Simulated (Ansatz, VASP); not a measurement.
Two plane-wave programs on C

The input INCAR:

```
SYSTEM = C
PREC = Accurate
ENCUT = 520
EDIFF = 1E-6
ISMEAR = 0
SIGMA = 0.05
LREAL = .FALSE.
LASPH = .TRUE.
NELM = 60
ALGO = Normal
ISIF = 2
LWAVE = .FALSE.
LCHARG = .FALSE.
GGA = PE
NBANDS = 26
```

The input KPOINTS:

```
Automatic mesh
0
G
  12 12 4
  0 0 0
```

Contents of POSCAR:

```
C
1.0
    2.5601158911      0.0000000000      0.0000000000
   -1.2800579455      2.2171253983      0.0000000000
    0.0000000000      0.0000000000      8.4433802906
C
8
Direct
   -0.0082542016     -0.0165084032      0.0929732494
   -0.0082542016     -0.0165084032      0.5929732494
   -0.0082542016     -0.0165084032      0.4070267506
   -0.0082542016     -0.0165084032      0.9070267506
    0.3415875349      0.6831750699      0.1555299995
    0.6749208683      0.3498417365      0.6555299995
    0.3415875349      0.6831750699      0.3444700005
    0.6749208683      0.3498417365      0.8444700005
```

Input for Ansatz:

```yaml
crystal:
  lattice:
    - [2.5601158911, 0.0, 0.0]
    - [-1.2800579455, 2.2171253983, 0.0]
    - [0.0, 0.0, 8.4433802906]
  atoms:
    - { symbol: C, position: [-0.0082542016, -0.0165084032, 0.0929732494] }
    - { symbol: C, position: [-0.0082542016, -0.0165084032, 0.5929732494] }
    - { symbol: C, position: [-0.0082542016, -0.0165084032, 0.4070267506] }
    - { symbol: C, position: [-0.0082542016, -0.0165084032, 0.9070267506] }
    - { symbol: C, position: [0.3415875349, 0.6831750699, 0.1555299995] }
    - { symbol: C, position: [0.6749208683, 0.3498417365, 0.6555299995] }
    - { symbol: C, position: [0.3415875349, 0.6831750699, 0.3444700005] }
    - { symbol: C, position: [0.6749208683, 0.3498417365, 0.8444700005] }
basis:
  ecutwfc: 520.0
kpoints:
  mp_grid: { grid: [12, 12, 4] }
hamiltonian:
  xc: pbe
  pseudopotentials: { kind: paw, azcp: { folder: soft_1 } }
scf:
  occupations: { method: gaussian, width: 0.05 }
output:
  forces: true
  stress: true
  eigenvalues: true
```

Change from the starting cell: mode 14 frozen in at -0.036 Å, equal normal strain along x, y and z +0.0167.

Alike in both runs: task single point; functional PBE; k mesh 12 × 12 × 4; occupations gaussian, width 0.05 eV; no spin polarisation.

|  | VASP | Ansatz |
| --- | --- | --- |
| version | VASP 6.6.1 | Ansatz 0.2.0 |
| potentials or method | VASP PAW PBE potentials, release 64 (C), cutoff 520 eV | scalar-relativistic, plane waves, PAW |
| valence electrons in the cell | 32 | 32 |

```tsv
	VASP	Ansatz	Ansatz less VASP
gap on the k mesh at the Fermi level (eV)	3.80	3.81	+0.008
least direct gap on the mesh (eV)	4.34	4.35	+0.004
pressure (GPa)	-17.4	-17.8	-0.47
traceless stress, the component that is largest in VASP (GPa)	1.36	1.33	-0.030
rms of the force components (eV/Å)	1.185	1.175	-0.0102
```

Atom by atom the forces differ by 0.010 eV/Å (rms over components). With one functional, cell and mesh, what is left measures potentials, basis and numerics.
